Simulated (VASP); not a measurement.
# Si2Mo (I4/mmm) in VASP: notebook

Runs on Si2Mo. Level: PBEsol. Tasks: electric field gradients.

Program: VASP 6.6.1. These are calculated values, not measurements. Logs are shortened: lines on timing, memory, paths and dates and some standing lists are left out, and cuts for length are marked.

**1. The cell of the first run**

It takes space group I4/mmm (No. 139, tetragonal). The conventional cell has a = 3.221 Å, b = 3.221 Å, c = 7.913 Å, α = 90.00°, β = 90.00°, γ = 90.00°. Si (site symmetry 4mm) has 9 Si at 2.63 to 3.22 Å and 5 Mo at 2.63 to 2.64 Å within 3.5 Å. Mo (site symmetry 4/mmm) has 10 Si at 2.63 to 2.64 Å and 4 Mo at 3.22 Å within 3.5 Å.

**2. Electric field gradients, PBEsol (13.68 Å³/atom)**

INCAR

```
ALGO = Normal
EDIFF = 1E-8
ENCUT = 520
GGA = PS
ISIF = 2
ISMEAR = -1
ISYM = 0
LASPH = True
LCHARG = False
LEFG = True
LREAL = False
LWAVE = False
NBANDS = 18
NELM = 60
PREC = Accurate
SIGMA = 0.03
```

KPOINTS

```
k-points
0
Gamma
  12 12 16
```

POSCAR

```
Si2Mo
1.0
   -1.6105963353      1.6105963353      3.9565305599
    1.6105963353     -1.6105963353      3.9565305599
    1.6105963353      1.6105963353     -3.9565305599
Si Mo
2 1
Direct
    0.3330000000      0.3330000000      0.0000000000
    0.6670000000      0.6670000000      0.0000000000
    0.0000000000      0.0000000000      0.0000000000
```

Potentials or basis: VASP PAW PBE potentials, release 64 (Si, Mo_sv).

Started as:

```console
> cat potpaw_PBE.64/Si/POTCAR potpaw_PBE.64/Mo_sv/POTCAR > POTCAR
> mpirun -np 1 vasp_std > vasp.out
```

OUTCAR:

```text
EDIFF = 1E-8
   ENCUT = 520
   GGA = PS
   ISIF = 2
   ISMEAR = -1
   ISYM = 0
   LASPH = True
   LREAL = False
   NELM = 60
   PREC = Accurate

 ion  position               nearest neighbor table
   1  0.333  0.333  0.000-   2 2.63   2 2.63   2 2.63   2 2.63   3 2.63   3 2.63   3 2.63   3 2.63
                             3 2.64   2 2.64
   2  0.667  0.667  0.000-   1 2.63   1 2.63   1 2.63   1 2.63   3 2.63   3 2.63   3 2.63   3 2.63
                             3 2.64   1 2.64
   3  0.000  0.000  0.000-   2 2.63   2 2.63   2 2.63   1 2.63   2 2.63   1 2.63   1 2.63   1 2.63
                             1 2.64   2 2.64

IMPORTANT INFORMATION: All symmetrisations will be switched off!
NOSYMM: (Re-)initialisation of all symmetry stuff for point group C_1.

----------------------------------------------------------------------------------------

                                     Primitive cell

  volume of cell :      41.0533

  direct lattice vectors                    reciprocal lattice vectors
    -1.610596335  1.610596335  3.956530560     0.000000000  0.310444019  0.126373345
     1.610596335 -1.610596335  3.956530560     0.310444019  0.000000000  0.126373345
     1.610596335  1.610596335 -3.956530560     0.310444019  0.310444019  0.000000000

  length of vectors
     4.565323119  4.565323119  4.565323119     0.335180118  0.335180118  0.439034143

  position of ions in fractional coordinates (direct lattice)
     0.333000000  0.333000000  0.000000000
     0.667000000  0.667000000  0.000000000
     0.000000000  0.000000000  0.000000000

  ion indices of the primitive-cell ions
   primitive index   ion index
                 1           1
                 2           2
                 3           3

----------------------------------------------------------------------------------------

 KPOINTS: k-points

Automatic generation of k-mesh.
 Grid dimensions read from file:
 generate k-points for:   12   12   16

 Generating k-lattice:

  Cartesian coordinates                     Fractional coordinates (reciprocal lattice)
     0.000000000  0.025870335  0.010531112     0.083333333  0.000000000  0.000000000
     0.025870335  0.000000000  0.010531112     0.000000000  0.083333333  0.000000000
     0.019402751  0.019402751  0.000000000     0.000000000  0.000000000  0.062500000

[... 121 lines left out ...]
  ---------------------------------------------------
  free energy    TOTEN  =       -25.04943523 eV

  energy without entropy =      -25.04869786  energy(sigma->0) =      -25.04906654

 E-fermi :  11.9163     XC(G=0): -12.4174

 val. band max:       11.9024152873   @ k =  -0.2500  -0.2500   0.1875
 cond. band min:      11.9165862732   @ k =   0.4167  -0.4167   0.3750
 fundamental gap:      0.0141709858
 Fermi energy:        11.9163244708

 k-point     1 :       0.0000    0.0000    0.0000
  band No.  band energies     occupation
      1     -48.7739      2.00000
      2     -22.9558      2.00000
      3     -22.8643      2.00000
      4     -22.8634      2.00000
      5      -1.4110      2.00000
      6       5.6610      2.00000
[... 481 lines left out ...]
      5       1.0578      2.00000
      6       4.2770      2.00000
[... 10 lines left out ...]
     17      19.3283      0.00000
     18      20.2542      0.00000

 [... further k-points ...]

------------------------ aborting loop because EDIFF is reached ----------------------------------------

  FORCE on cell =-STRESS in cart. coord.  units (eV):
  Direction    XX          YY          ZZ          XY          YZ          ZX
  --------------------------------------------------------------------------------------
  -------------------------------------------------------------------------------------
  Total       -1.4855868     -1.4855868     -1.9480027      0.0030206     -0.0013609     -0.0013609
  in kB      -57.9776589    -57.9776611    -76.0242592      0.1178826     -0.0531129     -0.0531116
  external PRESSURE =     -63.9931931 kB  Pullay stress =       0.0000000 kB

 VOLUME and BASIS-vectors are now :
 -----------------------------------------------------------------------------
  energy-cutoff  :      520.00
  volume of cell :       41.05
      direct lattice vectors                 reciprocal lattice vectors
    -1.610596335  1.610596335  3.956530560     0.000000000  0.310444019  0.126373345
     1.610596335 -1.610596335  3.956530560     0.310444019  0.000000000  0.126373345
     1.610596335  1.610596335 -3.956530560     0.310444019  0.310444019  0.000000000

 POSITION                                       TOTAL-FORCE (eV/Angst)
 -----------------------------------------------------------------------------------
      0.00000      0.00000      2.63505         0.000642      0.000642      0.356023
      0.00000      0.00000      5.27801        -0.000642     -0.000642     -0.356023
      0.00000      0.00000      0.00000         0.000000     -0.000000     -0.000000
 -----------------------------------------------------------------------------------
    total drift:                                0.000000     -0.000000     -0.000000

  FREE ENERGIE OF THE ION-ELECTRON SYSTEM (eV)
  ---------------------------------------------------
  free  energy   TOTEN  =       -25.0494352293 eV

  energy  without entropy=      -25.0486978576  energy(sigma->0) =      -25.04906654

 Electric field gradients (V/A^2)
---------------------------------------------------------------------
 ion       V_xx      V_yy      V_zz      V_xy      V_xz      V_yz
---------------------------------------------------------------------
   1       5.643     5.643   -11.286    -0.032     0.001     0.001
   2       5.643     5.643   -11.286    -0.032     0.001     0.001
   3      28.006    28.006   -56.012    -0.273    -0.057    -0.057
---------------------------------------------------------------------

 Electric field gradients after diagonalization (V/A^2)
 (convention: |V_zz| > |V_xx| > |V_yy|)
----------------------------------------------------------------------
 ion       V_xx      V_yy      V_zz     asymmetry (V_yy - V_xx)/ V_zz
----------------------------------------------------------------------
   1       5.675     5.611   -11.286       0.006
   2       5.675     5.611   -11.286       0.006
   3      28.279    27.733   -56.012       0.010
----------------------------------------------------------------------

           NMR quadrupolar parameters

 Cq : quadrupolar parameter    Cq=e*Q*V_zz/h
 eta: asymmetry parameters     (V_yy - V_xx)/ V_zz
 Q  : nuclear electric quadrupole moment in mb (millibarn)
----------------------------------------------------------------------
 ion       Cq(MHz)       eta       Q (mb)
----------------------------------------------------------------------
   1      -0.027       0.006       1.000
   2      -0.027       0.006       1.000
   3      -0.135       0.010       1.000
----------------------------------------------------------------------
```

stdout:

```text
POSCAR found type information on POSCAR SiMo
 POSCAR found :  2 types and       3 ions
 scaLAPACK will be used
 -----------------------------------------------------------------------------
[... 32 lines left out ...]
 entering main loop
ion   1
     0.0000353     0.0016515    -0.0000618     0.8574859    -0.0000618    -0.0000001
     0.0000487     0.0016515    -0.0000618     0.8574859    -0.0000618    -0.0000001
     0.0000670     0.0016515    -0.0000618     0.8574859    -0.0000618    -0.0000001
     0.0000923     0.0016515    -0.0000618     0.8574859    -0.0000618    -0.0000001
[... 23 lines left out ...]
     0.0000532     0.2531557     0.0532329    44.8769498     0.0532327     0.0000037
     0.0000733     0.2531523     0.0532339    44.8757415     0.0532337     0.0000037
     0.0001009     0.2531470     0.0532354    44.8738459     0.0532352     0.0000037
     0.0001390     0.2531388     0.0532379    44.8708896     0.0532377     0.0000037
```

It took 41 min on 1 thread of Oxide Virtual Turin-like, shared host; peak memory 0.83 GiB.

What came out:

```
Free energy                             : -25.0494 eV
Pressure                                : -6.4 GPa
Largest force                           : 0.356 eV/Å
Band gap on the k mesh                  : zero (bands 11 and 12 overlap by 0.99 eV)
Largest electric field gradient by atom : Si -11.3; Mo -56.0 V/Å²
```

Forces on the atoms (eV/Å):
```
Si   0.001  0.001  0.356
Si  -0.001 -0.001 -0.356
Mo   0.000  0.000  0.000
```

Stress tensor (GPa, compression positive):
```
-5.80  0.01 -0.01
 0.01 -5.80 -0.01
-0.01 -0.01 -7.60
```

Electric field gradients, principal values (V/Å²):
| atom | least | middle | greatest (by size) |
| --- | --- | --- | --- |
| 1 Si | 5.611 | 5.675 | -11.286 |
| 2 Si | 5.611 | 5.675 | -11.286 |
| 3 Mo | 27.733 | 28.279 | -56.012 |

Caveat: the cell stands under tension; without QUAD_EFG the Cq values of the log hold for a quadrupole moment of 1 mb, not for the nuclei; the PAW data sets were made with another functional, which shifts forces and pressure a little.

**3. Electric field gradients, PBEsol (zz strain of -1 %)**

INCAR

```
  PREC = Accurate
  ENCUT = 520
  EDIFF = 1E-8
  ISMEAR = -1
  SIGMA = 0.03
  LREAL = False
  LASPH = True
  NELM = 100
  ALGO = Normal
  ISIF = 2
  LWAVE = False
  LCHARG = False
  GGA = PS
  LEFG = True
  ISYM = 0
  NBANDS = 18
```

KPOINTS

```
regular mesh
0
Gamma
  12 12 16
```

POSCAR

```
Si2Mo
1.0
   -1.6000000000      1.6000000000      3.8911950000
    1.6000000000     -1.6000000000      3.8911950000
    1.6000000000      1.6000000000     -3.8911950000
Si Mo
2 1
Direct
    0.3330000000      0.3330000000      0.0000000000
    0.6670000000      0.6670000000      0.0000000000
    0.0000000000      0.0000000000      0.0000000000
```

Potentials or basis: VASP PAW PBE potentials, release 64 (Si, Mo_sv).

Started as:

```console
> cat potpaw_PBE.64/Si/POTCAR potpaw_PBE.64/Mo_sv/POTCAR > POTCAR
> mpirun -np 1 vasp_std > vasp.out
```

OUTCAR:

```text
PREC = Accurate
   ENCUT = 520
   EDIFF = 1E-8
   ISMEAR = -1
   LREAL = False
   LASPH = True
   NELM = 100
   ISIF = 2
   GGA = PS
   ISYM = 0

 ion  position               nearest neighbor table
   1  0.333  0.333  0.000-   3 2.59   2 2.60   2 2.61   2 2.61   2 2.61   2 2.61   3 2.61   3 2.61
                             3 2.61   3 2.61
   2  0.667  0.667  0.000-   3 2.59   1 2.60   1 2.61   1 2.61   1 2.61   1 2.61   3 2.61   3 2.61
                             3 2.61   3 2.61
   3  0.000  0.000  0.000-   1 2.59   2 2.59   2 2.61   2 2.61   2 2.61   1 2.61   1 2.61   1 2.61
                             2 2.61   1 2.61

IMPORTANT INFORMATION: All symmetrisations will be switched off!
NOSYMM: (Re-)initialisation of all symmetry stuff for point group C_1.

----------------------------------------------------------------------------------------

                                     Primitive cell

  volume of cell :      39.8458

  direct lattice vectors                    reciprocal lattice vectors
    -1.600000000  1.600000000  3.891195000     0.000000000  0.312500000  0.128495231
     1.600000000 -1.600000000  3.891195000     0.312500000  0.000000000  0.128495231
     1.600000000  1.600000000 -3.891195000     0.312500000  0.312500000  0.000000000

  length of vectors
     4.501266325  4.501266325  4.501266325     0.337886481  0.337886481  0.441941738

  position of ions in fractional coordinates (direct lattice)
     0.333000000  0.333000000  0.000000000
     0.667000000  0.667000000  0.000000000
[... 161 lines left out ...]
      4     -22.3969      2.00000
      5      -1.1924      2.00000
      6       5.9318      2.00000
[... 481 lines left out ...]
      5       1.3335      2.00000
      6       4.5794      2.00000
[... 10 lines left out ...]
     17      19.9148      0.00000
     18      20.8800      0.00000

 [... further k-points ...]

------------------------ aborting loop because EDIFF is reached ----------------------------------------

  FORCE on cell =-STRESS in cart. coord.  units (eV):
  Direction    XX          YY          ZZ          XY          YZ          ZX
  --------------------------------------------------------------------------------------
  -------------------------------------------------------------------------------------
  Total       -0.2490826     -0.2490827      0.5167110      0.0027303     -0.0015307     -0.0015307
  in kB      -10.0154636    -10.0154670     20.7766412      0.1097827     -0.0615469     -0.0615469
  external PRESSURE =       0.2485702 kB  Pullay stress =       0.0000000 kB

 VOLUME and BASIS-vectors are now :
 -----------------------------------------------------------------------------
  energy-cutoff  :      520.00
  volume of cell :       39.85
      direct lattice vectors                 reciprocal lattice vectors
    -1.600000000  1.600000000  3.891195000     0.000000000  0.312500000  0.128495231
     1.600000000 -1.600000000  3.891195000     0.312500000  0.000000000  0.128495231
     1.600000000  1.600000000 -3.891195000     0.312500000  0.312500000  0.000000000

 POSITION                                       TOTAL-FORCE (eV/Angst)
 -----------------------------------------------------------------------------------
      0.00000      0.00000      2.59154         0.000799      0.000799      0.310316
      0.00000      0.00000      5.19085        -0.000799     -0.000799     -0.310316
      0.00000      0.00000      0.00000         0.000000      0.000000     -0.000000
 -----------------------------------------------------------------------------------
    total drift:                                0.000000      0.000000     -0.000000

  FREE ENERGIE OF THE ION-ELECTRON SYSTEM (eV)
  ---------------------------------------------------
  free  energy   TOTEN  =       -25.0729631283 eV

  energy  without entropy=      -25.0722893595  energy(sigma->0) =      -25.07262624

 Electric field gradients (V/A^2)
---------------------------------------------------------------------
 ion       V_xx      V_yy      V_zz      V_xy      V_xz      V_yz
---------------------------------------------------------------------
   1       6.976     6.976   -13.951    -0.049     0.001     0.001
   2       6.976     6.976   -13.951    -0.049     0.001     0.001
   3      35.766    35.766   -71.531    -0.309    -0.069    -0.069
---------------------------------------------------------------------

 Electric field gradients after diagonalization (V/A^2)
 (convention: |V_zz| > |V_xx| > |V_yy|)
----------------------------------------------------------------------
 ion       V_xx      V_yy      V_zz     asymmetry (V_yy - V_xx)/ V_zz
----------------------------------------------------------------------
   1       7.025     6.926   -13.951       0.007
   2       7.025     6.926   -13.951       0.007
   3      36.074    35.457   -71.531       0.009
----------------------------------------------------------------------

           NMR quadrupolar parameters

 Cq : quadrupolar parameter    Cq=e*Q*V_zz/h
 eta: asymmetry parameters     (V_yy - V_xx)/ V_zz
 Q  : nuclear electric quadrupole moment in mb (millibarn)
----------------------------------------------------------------------
 ion       Cq(MHz)       eta       Q (mb)
----------------------------------------------------------------------
   1      -0.034       0.007       1.000
   2      -0.034       0.007       1.000
   3      -0.173       0.009       1.000
----------------------------------------------------------------------
```

OSZICAR:

```text
N       E                     dE             d eps       ncg     rms          rms(c)
DAV:   1     0.118372887955E+03    0.11837E+03   -0.11287E+04 41664   0.116E+03
DAV:   2    -0.229518777268E+02   -0.14132E+03   -0.13848E+03 49672   0.298E+02
DAV:   3    -0.260353439850E+02   -0.30835E+01   -0.30475E+01 51626   0.390E+01
DAV:   4    -0.260528167776E+02   -0.17473E-01   -0.17460E-01 49100   0.318E+00
DAV:   5    -0.260529317218E+02   -0.11494E-03   -0.11494E-03 49074   0.273E-01    0.230E+01
DAV:   6    -0.252449804716E+02    0.80795E+00   -0.57670E+00 43924   0.158E+01    0.500E+00
DAV:   7    -0.251143893477E+02    0.13059E+00   -0.82696E-01 43264   0.551E+00    0.468E+00
DAV:   8    -0.250740373180E+02    0.40352E-01   -0.10312E-01 45022   0.234E+00    0.427E-01
DAV:   9    -0.250730867101E+02    0.95061E-03   -0.18821E-03 49924   0.346E-01    0.244E-01
DAV:  10    -0.250729795379E+02    0.10717E-03   -0.46736E-04 46054   0.187E-01    0.585E-02
DAV:  11    -0.250729663814E+02    0.13157E-04   -0.15793E-04 45324   0.947E-02    0.405E-02
DAV:  12    -0.250729637631E+02    0.26183E-05   -0.23323E-05 44410   0.346E-02    0.846E-03
DAV:  13    -0.250729632529E+02    0.51019E-06   -0.12168E-06 45114   0.930E-03    0.228E-03
DAV:  14    -0.250729631450E+02    0.10799E-06   -0.24650E-08 38490   0.110E-03    0.492E-04
DAV:  15    -0.250729631224E+02    0.22516E-07   -0.32079E-09 23578   0.435E-04    0.690E-04
DAV:  16    -0.250729631283E+02   -0.58271E-08   -0.71893E-10 22778   0.211E-04
   1 F= -.25072963E+02 E0= -.25072626E+02  d E =-.673769E-03
```

stdout:

```text
POSCAR found type information on POSCAR SiMo
 POSCAR found :  2 types and       3 ions
 scaLAPACK will be used
 -----------------------------------------------------------------------------
[... 35 lines left out ...]
ion   2

     0.0000353     0.0461591    -0.0013983    11.2599675    -0.0013985    -0.0000001
     0.0000487     0.0461590    -0.0013983    11.2599558    -0.0013985    -0.0000001
     0.0000670     0.0461590    -0.0013983    11.2599363    -0.0013985    -0.0000001
     0.0000923     0.0461588    -0.0013983    11.2599041    -0.0013985    -0.0000001
[... 7 lines left out ...]
     0.0000532     0.2860345     0.0649527    57.3229139     0.0649527     0.0000043
     0.0000733     0.2860307     0.0649537    57.3213677     0.0649537     0.0000043
     0.0001009     0.2860247     0.0649553    57.3189400     0.0649553     0.0000043
     0.0001390     0.2860154     0.0649580    57.3151510     0.0649580     0.0000043
```

Wall time 41 min (1 thread of Oxide Virtual Turin-like, shared host); peak memory 0.81 GiB.

What came out:

```
Free energy                             : -25.0730 eV
Pressure                                : 0.0 GPa
Largest force                           : 0.310 eV/Å
Band gap on the k mesh                  : zero (bands 11 and 12 overlap by 1.03 eV)
Largest electric field gradient by atom : Si -14.0; Mo -71.5 V/Å²
```

Forces in eV/Å, atoms in the order of the input:
```
Si   0.001  0.001  0.310
Si  -0.001 -0.001 -0.310
Mo   0.000  0.000  0.000
```

Electric field gradients, principal values (V/Å²):
| atom | least | middle | greatest (by size) |
| --- | --- | --- | --- |
| 1 Si | 6.926 | 7.025 | -13.951 |
| 2 Si | 6.926 | 7.025 | -13.951 |
| 3 Mo | 35.457 | 36.074 | -71.531 |

Caveat: the cell differs from its parent crystal (zz strain of -1 %); without QUAD_EFG the Cq values of the log hold for a quadrupole moment of 1 mb, not for the nuclei; the PAW data sets were made with another functional, which shifts forces and pressure a little.

The gap in the log of VASP goes by the Fermi energy; the results here count the filled bands.